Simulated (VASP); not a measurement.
# MnO2 (R-3m) in VASP: a series of runs

Runs on MnO2. Level: PBEsol+U. Tasks: single point.

Everything below comes from runs of VASP 6.6.1. Logs are shortened: lines on timing, memory, paths and dates and some standing lists are left out, and cuts for length are marked.

**1. The cell of the first run**

It takes space group R-3m (No. 166, trigonal). Conventional cell: a = 2.904 Å, b = 2.904 Å, c = 13.977 Å, α = 90.00°, β = 90.00°, γ = 120.00°. Within 2.6 Å of Mn (site symmetry -3m) lie 6 O at 1.93 Å. O (site symmetry 3m) has 3 Mn at 1.93 Å and 3 O at 2.55 Å within 2.6 Å.

**2. Single point, PBEsol+U, collinear spin, ferromagnetic start**

Contents of INCAR:

```
SYSTEM = MnO2
PREC = Accurate ; ENCUT = 520
EDIFF = 1E-6 ; ISMEAR = -1
SIGMA = 0.1 ; LREAL = .False.
LASPH = .True. ; NELM = 150
ALGO = Normal ; ISIF = 2
LWAVE = .False. ; LCHARG = .True.
ISPIN = 2 ; MAGMOM = 4 0 0
LORBIT = 11 ; LMAXMIX = 4
LDAU = .True. ; LDAUTYPE = 1
LDAUL = 2 -1 ; LDAUU = 6.9 0
LDAUJ = 0.9 0 ; LDAUPRINT = 1
GGA = PS ; LELF = .True.
LVHAR = .True. ; NBANDS = 24
```

Contents of KPOINTS:

```
Automatic mesh
0
Gamma
  12 12 12
  0 0 0
```

Contents of POSCAR:

```
MnO2
1.0
    1.4518561299      0.8382291902      4.6590917847
   -1.4518561299      0.8382291902      4.6590917847
    0.0000000000     -1.6764583805      4.6590917847
Mn O
1 2
Direct
    0.0000000000      0.0000000000      0.0000000000
    0.2643640000      0.2643640000      0.2643640000
    0.7356360000      0.7356360000      0.7356360000
```

Potentials or basis: VASP PAW PBE potentials, release 64 (Mn_pv, O).

On the command line:

```bash
cat potpaw_PBE.64/Mn_pv/POTCAR potpaw_PBE.64/O/POTCAR > POTCAR
mpirun -np 1 vasp_std > vasp.out
```

OUTCAR:

```text
SYSTEM = MnO2
   PREC = Accurate
   ENCUT = 520
   EDIFF = 1E-6
   ISMEAR = -1
   LREAL = .False.
   LASPH = .True.
   NELM = 150
   ISIF = 2
   ISPIN = 2
   LORBIT = 11
   GGA = PS

 ion  position               nearest neighbor table
   1  0.000  0.000  0.000-   3 1.93   2 1.93   3 1.93   3 1.93   2 1.93   2 1.93
   2  0.264  0.264  0.264-   1 1.93   1 1.93   1 1.93
   3  0.736  0.736  0.736-   1 1.93   1 1.93   1 1.93

  LATTYP: Found a trigonal (rhomboedric) cell.
 ALAT       =     4.9515301327
 COS(alpha) =     0.8280515330

  Lattice vectors:

 A1 = (   1.4518561299,   0.8382291902,   4.6590917847)
 A2 = (  -1.4518561299,   0.8382291902,   4.6590917847)
 A3 = (   0.0000000000,  -1.6764583805,   4.6590917847)

Analysis of symmetry for initial positions (statically):
=====================================================================
 Subroutine PRICEL returns:
 Original cell was already a primitive cell.

 Routine SETGRP: Setting up the symmetry group for a
 trigonal (rhombohedral) supercell.

 Subroutine GETGRP returns: Found 12 space group operations
 (whereof 12 operations were pure point group operations)
 out of a pool of 12 trial point group operations.

The static configuration has the point symmetry D_3d.

Analysis of symmetry for dynamics (positions and initial velocities):
=====================================================================
 Subroutine PRICEL returns:
 Original cell was already a primitive cell.

 Routine SETGRP: Setting up the symmetry group for a
 trigonal (rhombohedral) supercell.

 Subroutine GETGRP returns: Found 12 space group operations
 (whereof 12 operations were pure point group operations)
 out of a pool of 12 trial point group operations.

The dynamic configuration has the point symmetry D_3d.

Analysis of structural, dynamic, and magnetic symmetry:
=====================================================================
 Subroutine PRICEL returns:
 Original cell was already a primitive cell.

 Routine SETGRP: Setting up the symmetry group for a
 trigonal (rhombohedral) supercell.

 Subroutine GETGRP returns: Found 12 space group operations
 (whereof 12 operations were pure point group operations)
 out of a pool of 12 trial point group operations.

The overall configuration has the point symmetry D_3d.

 Subroutine INISYM returns: Found 12 space group operations
 (whereof 12 operations are pure point group operations),
 and found     1 'primitive' translations

----------------------------------------------------------------------------------------

                                     Primitive cell

  volume of cell :      34.0204

  direct lattice vectors                    reciprocal lattice vectors
     1.451856130  0.838229190  4.659091785     0.344386740  0.198831857  0.071544702
    -1.451856130  0.838229190  4.659091785    -0.344386740  0.198831857  0.071544702
     0.000000000 -1.676458380  4.659091785     0.000000000 -0.397663714  0.071544702

  length of vectors
     4.951530133  4.951530133  4.951529962     0.404048238  0.404048238  0.404048356

  position of ions in fractional coordinates (direct lattice)
     0.000000000  0.000000000  0.000000000
     0.264364000  0.264364000  0.264364000
     0.735636000  0.735636000  0.735636000

  ion indices of the primitive-cell ions
   primitive index   ion index
                 1           1
                 2           2
                 3           3

----------------------------------------------------------------------------------------

 KPOINTS: Automatic mesh

Automatic generation of k-mesh.
 Grid dimensions read from file:
 generate k-points for:   12   12   12

 Generating k-lattice:

  Cartesian coordinates                     Fractional coordinates (reciprocal lattice)
     0.028698895  0.016569321  0.005962059     0.083333333  0.000000000  0.000000000
    -0.028698895  0.016569321  0.005962059     0.000000000  0.083333333  0.000000000
     0.000000000 -0.033138643  0.005962058     0.000000000  0.000000000  0.083333333

  Length of vectors
     0.033670687  0.033670687  0.033670696

  Shift w.r.t. Gamma in fractional coordinates (k-lattice)
     0.000000000  0.000000000  0.000000000

 Subroutine IBZKPT returns following result:
 ===========================================

 Found    189 irreducible k-points:

 Following reciprocal coordinates:
            Coordinates               Weight
  0.000000  0.000000  0.000000      1.000000
  0.083333  0.000000  0.000000      6.000000
  0.166667  0.000000 -0.000000      6.000000
  0.250000  0.000000  0.000000      6.000000
  0.333333  0.000000 -0.000000      6.000000
  0.416667 -0.000000 -0.000000      6.000000
[... 16 lines left out ...]
  0.500000  0.166667  0.000000     12.000000
 -0.416667  0.166667  0.000000     12.000000
 [... further k-points ...]
   k-points           NKPTS =    189   k-points in BZ     NKDIM =    189   number of bands    NBANDS=     24
   number of dos      NEDOS =    301   number of ions     NIONS =      3
   total plane-waves  NPLWV =  64000
   dimension x,y,z NGX =    40 NGY =   40 NGZ =   40
   dimension x,y,z NGXF=    80 NGYF=   80 NGZF=   80
   ions per type =               1   2
   NGX,Y,Z   is equivalent  to a cutoff of  13.43, 13.43, 13.43 a.u.
   NGXF,Y,Z  is equivalent  to a cutoff of  26.86, 26.86, 26.86 a.u.
 SYSTEM =  MnO2
   PREC   = accura    normal or accurate (medium, high low for compatibility)
   ISTART =      0    job   : 0-new  1-cont  2-samecut
   ICHARG =      2    charge: 1-file 2-atom 10-const
   ISPIN  =      2    spin polarized calculation?
   LNONCOLLINEAR =      F non collinear calculations
   LSORBIT =      F    spin-orbit coupling
   LASPH  =      T    aspherical Exc in radial PAW
   ENCUT  =  520.0 eV  38.22 Ry    6.18 a.u.   9.21  9.21  9.21*2*pi/ulx,y,z
   NELM   =    150;   NELMIN=  2; NELMDL= -5     # of ELM steps
   EDIFF  = 0.1E-05   stopping-criterion for ELM
   LREAL  =      F    real-space projection
   EDIFFG = 0.1E-04   stopping-criterion for IOM
   NSW    =      0    number of steps for IOM
   IBRION =     -1    ionic relax: 0-MD 1-quasi-New 2-CG
   NFREE  =      0    steps in history (QN), initial steepest desc. (CG)
   ISIF   =      2    stress and relaxation
   ISYM   =      2    0-nonsym 1-usesym 2-fastsym
   POTIM  = 0.5000    time-step for ionic-motion
   TEBEG  =    0.0;   TEEND  =   0.0 temperature during run
   PSTRESS=    0.0 pullay stress
   NELECT =      25.0000    total number of electrons
   NUPDOWN=      -1.0000    fix difference up-down
   EMIN   =  10.00;   EMAX   =-10.00  energy-range for DOS
   EFERMI =   0.00;   METHOD = LEGACY
   ISMEAR =    -1;   SIGMA  =   0.10  broadening in eV -4-tet -1-fermi 0-gaus
   EFERMI_NEDOS =   21; number of points for ismear=-14 and -15
   IALGO  =     38    algorithm
   IMIX   =      4    mixing-type and parameters
     AMIX     =   0.40;   BMIX     =  1.00
     AMIX_MAG =   1.60;   BMIX_MAG =  1.00
  volume/ion in A,a.u.               =      11.34        76.53
  Fermi-wavevector in a.u.,A,eV,Ry     =   1.477322  2.791734 29.694453  2.182481
  Thomas-Fermi vector in A             =   2.591740
   LORBIT       =     11    0 simple, 1 ext, 2 COOP (PROOUT), +10 PAW based schemes
 LDA+U is selected, type is set to LDAUTYPE =  1
   angular momentum for each species LDAUL =     2   -1
   U (eV)           for each species LDAUU =   6.9  0.0
   J (eV)           for each species LDAUJ =   0.9  0.0
   GGA     = PS    functional components
   LHFCALC =     F    Hartree Fock is set to
   AEXX    =    0.0000 exact exchange contribution
   IVDW    =     0    specifies the selected vdW correction
   LEPSILON=     F    determine dielectric tensor
   LRPA    =     F    only Hartree local field effects (RPA)
 spin polarized calculation
  energy-cutoff  :      520.00
  volume of cell :       34.02
 maximum number of plane-waves:       951
 NGX is ok and might be reduce to    40
   NGX = 19   NGY = 19   NGZ = 19

atom =   1  type =  1  l = 2

 onsite density matrix

spin component  1

  0.7993 -0.0000 -0.0000 -0.2004 -0.0000
 -0.0000  0.7341  0.0000  0.0000 -0.2004
 -0.0000  0.0000  0.9683  0.0000 -0.0000
 -0.2004  0.0000  0.0000  0.7341  0.0000
 -0.0000 -0.2004 -0.0000  0.0000  0.7993

spin component  2

  0.1769 -0.0000 -0.0000  0.1248 -0.0000
 -0.0000  0.1980 -0.0000 -0.0000  0.1248
 -0.0000 -0.0000  0.0599 -0.0000 -0.0000
  0.1248 -0.0000 -0.0000  0.1980  0.0000
 -0.0000  0.1248 -0.0000  0.0000  0.1769

 occupancies and eigenvectors

  o =  0.0599  v =  0.0000  0.0000  0.0000  0.0000  0.0000 -0.0000 -0.0000  1.0000  0.0000  0.0000      0.0000  0.0000  0.0000  0.0000  0.0000  0.0000  0.0000  0.0000  0.0000  0.0000
  o =  0.0622  v =  0.0000  0.0000  0.0000  0.0000  0.0000 -0.0000  0.6767  0.0000  0.0000 -0.7363      0.0000  0.0000  0.0000  0.0000  0.0000  0.0000  0.0000  0.0000  0.0000  0.0000
  o =  0.0622  v =  0.0000  0.0000  0.0000  0.0000  0.0000  0.7363  0.0000  0.0000 -0.6767 -0.0000      0.0000  0.0000  0.0000  0.0000  0.0000  0.0000  0.0000  0.0000  0.0000  0.0000
  o =  0.3126  v =  0.0000  0.0000  0.0000  0.0000  0.0000 -0.0000 -0.7363  0.0000 -0.0000 -0.6767      0.0000  0.0000  0.0000  0.0000  0.0000  0.0000  0.0000  0.0000  0.0000  0.0000
  o =  0.3126  v =  0.0000  0.0000  0.0000  0.0000  0.0000 -0.6767  0.0000 -0.0000 -0.7363  0.0000      0.0000  0.0000  0.0000  0.0000  0.0000  0.0000  0.0000  0.0000  0.0000  0.0000
  o =  0.5637  v =  0.0000  0.7617  0.0000 -0.0000  0.6479  0.0000  0.0000  0.0000  0.0000  0.0000      0.0000  0.0000  0.0000  0.0000  0.0000  0.0000  0.0000  0.0000  0.0000  0.0000
  o =  0.5637  v =  0.6479  0.0000  0.0000  0.7617  0.0000  0.0000  0.0000  0.0000  0.0000  0.0000      0.0000  0.0000  0.0000  0.0000  0.0000  0.0000  0.0000  0.0000  0.0000  0.0000
  o =  0.9683  v =  0.0000  0.0002 -1.0000 -0.0000 -0.0002  0.0000  0.0000  0.0000  0.0000  0.0000      0.0000  0.0000  0.0000  0.0000  0.0000  0.0000  0.0000  0.0000  0.0000  0.0000
  o =  0.9697  v =  0.0000 -0.6479 -0.0002 -0.0000  0.7617  0.0000  0.0000  0.0000  0.0000  0.0000      0.0000  0.0000  0.0000  0.0000  0.0000  0.0000  0.0000  0.0000  0.0000  0.0000
  o =  0.9697  v = -0.7617  0.0000  0.0000  0.6479  0.0000  0.0000  0.0000  0.0000  0.0000  0.0000      0.0000  0.0000  0.0000  0.0000  0.0000  0.0000  0.0000  0.0000  0.0000  0.0000

 number of electron      25.0000000 magnetization       3.0000003

 Free energy of the ion-electron system (eV)
  ---------------------------------------------------
  ext. energy  EPLUGINS =         0.00000000
  ---------------------------------------------------
  free energy    TOTEN  =       -21.31974430 eV

  energy without entropy =      -21.31970436  energy(sigma->0) =      -21.31972433

 E-fermi :   3.0187     XC(G=0): -10.8017

 val. band max:        2.2037941148   @ k =  -0.0833   0.0833   0.0833
 cond. band min:       3.7983765717   @ k =   0.5000   0.2500   0.2500
 fundamental gap:      1.5945824569
 Fermi energy:         3.0186775395

 spin component 1

 k-point     1 :       0.0000    0.0000    0.0000
  band No.  band energies     occupation
      1     -47.9674      1.00000
      2     -47.9648      1.00000
      3     -47.9648      1.00000
      4     -16.3585      1.00000
      5     -14.0713      1.00000
      6      -4.8347      1.00000
[... 637 lines left out ...]
     23      22.5410      0.00000
     24      24.2023      0.00000

 [... further k-points ...]

 spin component 2

 k-point     1 :       0.0000    0.0000    0.0000
  band No.  band energies     occupation
      1     -44.4569      1.00000
      2     -44.4569      1.00000
      3     -44.2854      1.00000
      4     -16.4253      1.00000
      5     -14.2992      1.00000
      6      -2.1326      1.00000
[... 637 lines left out ...]
     23      23.1521      0.00000
     24      24.7725      0.00000

 [... further k-points ...]

------------------------ aborting loop because EDIFF is reached ----------------------------------------

  FORCE on cell =-STRESS in cart. coord.  units (eV):
  Direction    XX          YY          ZZ          XY          YZ          ZX
  --------------------------------------------------------------------------------------
  -------------------------------------------------------------------------------------
  Total       -0.5777016     -0.5777012     -0.5628616      0.0000000      0.0000000      0.0000000
  in kB      -27.2066641    -27.2066422    -26.5077786      0.0000000      0.0000000      0.0000000
  external PRESSURE =     -26.9736950 kB  Pullay stress =       0.0000000 kB

 VOLUME and BASIS-vectors are now :
 -----------------------------------------------------------------------------
  energy-cutoff  :      520.00
  volume of cell :       34.02
      direct lattice vectors                 reciprocal lattice vectors
     1.451856130  0.838229190  4.659091785     0.344386740  0.198831857  0.071544702
    -1.451856130  0.838229190  4.659091785    -0.344386740  0.198831857  0.071544702
     0.000000000 -1.676458380  4.659091785     0.000000000 -0.397663714  0.071544702

 POSITION                                       TOTAL-FORCE (eV/Angst)
 -----------------------------------------------------------------------------------
      0.00000      0.00000      0.00000         0.000000     -0.000000      0.000000
      0.00000     -0.00000      3.69509         0.000000     -0.000000      0.328451
      0.00000     -0.00000     10.28219         0.000000      0.000000     -0.328451
 -----------------------------------------------------------------------------------
    total drift:                               -0.000000     -0.000000     -0.000000

  FREE ENERGIE OF THE ION-ELECTRON SYSTEM (eV)
  ---------------------------------------------------
  free  energy   TOTEN  =       -21.3197442999 eV

  energy  without entropy=      -21.3197043645  energy(sigma->0) =      -21.31972433

 total charge

# of ion       s       p       d       tot
------------------------------------------
    1        0.353   6.453   4.814  11.619
    2        1.577   3.393   0.000   4.970
    3        1.577   3.393   0.000   4.970
--------------------------------------------------
tot          3.507  13.238   4.814  21.560

 magnetization (x)

# of ion       s       p       d       tot
------------------------------------------
    1        0.030   0.042   3.222   3.293
    2        0.001  -0.153   0.000  -0.151
    3        0.001  -0.153   0.000  -0.151
--------------------------------------------------
tot          0.032  -0.263   3.222   2.991
```

Wall time 28 min (1 thread of Oxide Virtual Turin-like, shared host); peak memory 0.41 GiB.

What came out:

```
Free energy                                           : -21.3197 eV
Pressure                                              : -2.7 GPa
Largest force                                         : 0.328 eV/Å
Band gap on the k mesh                                : 1.59 eV (least direct gap 1.79 eV)
Net moment                                            : 3.00 μB per cell
Site moments                                          : Mn +3.29; O -0.15 μB
Valence electrons inside the program's atomic spheres : Mn 11.62; O 4.97
```

Forces in eV/Å, atoms in the order of the input:
```
Mn   0.000  0.000  0.000
O    0.000  0.000  0.328
O    0.000  0.000 -0.328
```

Eigenvalues of the final occupation matrices:
| site | spin | trace | eigenvalues |
| --- | --- | --- | --- |
| site 1 d | 1 | 4.04 | 0.56 0.56 0.97 0.97 0.97 |
| site 1 d | 2 | 0.81 | 0.06 0.06 0.06 0.31 0.31 |

Caveat: the PAW data sets were made with another functional, which shifts forces and pressure a little; a cell with one magnetic atom can't hold antiferromagnetic order, which such compounds often take. A k mesh can miss the band edges.

**3. Single point, PBEsol+U, collinear spin, ferromagnetic start**

This run uses another cell than the first one, of 11.61 Å³/atom.

Contents of INCAR:

```
ALGO = Normal ; EDIFF = 1E-6
ENCUT = 520 ; GGA = PS
ISIF = 2 ; ISMEAR = -1
ISPIN = 2 ; LASPH = T
LCHARG = F ; LDAU = T
LDAUJ = 0.9 0 ; LDAUL = 2 -1
LDAUPRINT = 1 ; LDAUTYPE = 1
LDAUU = 6.9 0 ; LMAXMIX = 4
LORBIT = 11 ; LREAL = F
LWAVE = F ; MAGMOM = 4 0 0
NBANDS = 24 ; NELM = 150
PREC = Accurate ; SIGMA = 0.1
```

Contents of KPOINTS:

```
k-points
0
Gamma
  12 12 12
```

Contents of POSCAR:

```
MnO2
1.0
    1.4632885387      0.8448296918      4.6957790573
   -1.4632885387      0.8448296918      4.6957790573
    0.0000000000     -1.6896593837      4.6957790573
Mn O
1 2
Direct
    0.0000000000      0.0000000000      0.0000000000
    0.2643640000      0.2643640000      0.2643640000
    0.7356360000      0.7356360000      0.7356360000
```

Potentials or basis: VASP PAW PBE potentials, release 64 (Mn_pv, O).

On the command line:

```bash
cat potpaw_PBE.64/Mn_pv/POTCAR potpaw_PBE.64/O/POTCAR > POTCAR
mpirun -np 1 vasp_std > vasp.out
```

Run time: 30 min. Hardware: 1 thread of Oxide Virtual Turin-like, shared host; peak memory 0.41 GiB.

It converged, with:

| Property | Result |
| --- | --- |
| Free energy | -21.2989 eV |
| Pressure | -5.9 GPa |
| Largest force | 0.578 eV/Å |
| Band gap on the k mesh | 1.42 eV (least direct gap 1.62 eV) |
| Net moment | 3.00 μB per cell |
| Site moments | Mn +3.35; O -0.18 μB |
| Valence electrons inside the program's atomic spheres | Mn 11.57; O 4.96 |

Forces in eV/Å, atoms in the order of the input:
```
Mn   0.000  0.000  0.000
O    0.000  0.000  0.578
O    0.000  0.000 -0.578
```

Stress tensor (GPa, compression positive):
```
-6.41  0.00  0.00
 0.00 -6.41  0.00
 0.00  0.00 -5.02
```

Levels at points of the mesh, in eV from the valence-band top:
Spin up:
```tsv
k point	band 11	band 12	band 13	band 14	band 15	band 16	band 17	band 18
(0.00, 0.00, 0.00)	-1.55	-0.57	-0.57	-0.20	2.78	2.78	7.05	10.26
(0.50, 0.00, 0.00)	-3.22	-2.00	-2.00	-1.31	1.86	2.59	12.00	12.92
(0.50, 0.50, 0.00)	-3.12	-2.10	-2.09	-1.03	2.17	2.68	11.06	12.27
(0.50, 0.50, 0.50)	-1.46	-0.99	-0.62	-0.62	2.81	2.81	9.05	9.35
```
Spin down:
| k point | band 8 | band 9 | band 10 | band 11 | band 12 | band 13 | band 14 | band 15 |
| --- | --- | --- | --- | --- | --- | --- | --- | --- |
| (0.00, 0.00, 0.00) | -3.81 | -0.87 | -0.87 | -0.50 | 3.72 | 3.72 | 5.01 | 5.08 |
| (0.50, 0.00, 0.00) | -3.14 | -2.34 | -2.18 | -1.51 | 3.63 | 4.10 | 4.45 | 4.89 |
| (0.50, 0.50, 0.00) | -3.07 | -2.27 | -1.81 | -1.26 | 3.55 | 4.14 | 4.50 | 4.85 |
| (0.50, 0.50, 0.50) | -3.37 | -1.73 | -0.91 | -0.91 | 3.71 | 3.71 | 4.91 | 5.11 |

Eigenvalues of the final occupation matrices:
```csv
site,spin,trace,eigenvalues
site 1 d,1,4.05,0.58 0.58 0.97 0.97 0.97
site 1 d,2,0.77,0.06 0.06 0.06 0.30 0.30
```

Caveat: the cell stands under tension; the PAW data sets were made with another functional, which shifts forces and pressure a little; a cell with one magnetic atom can't hold antiferromagnetic order, which such compounds often take. The state reached can hang on the start; a lower one may exist.
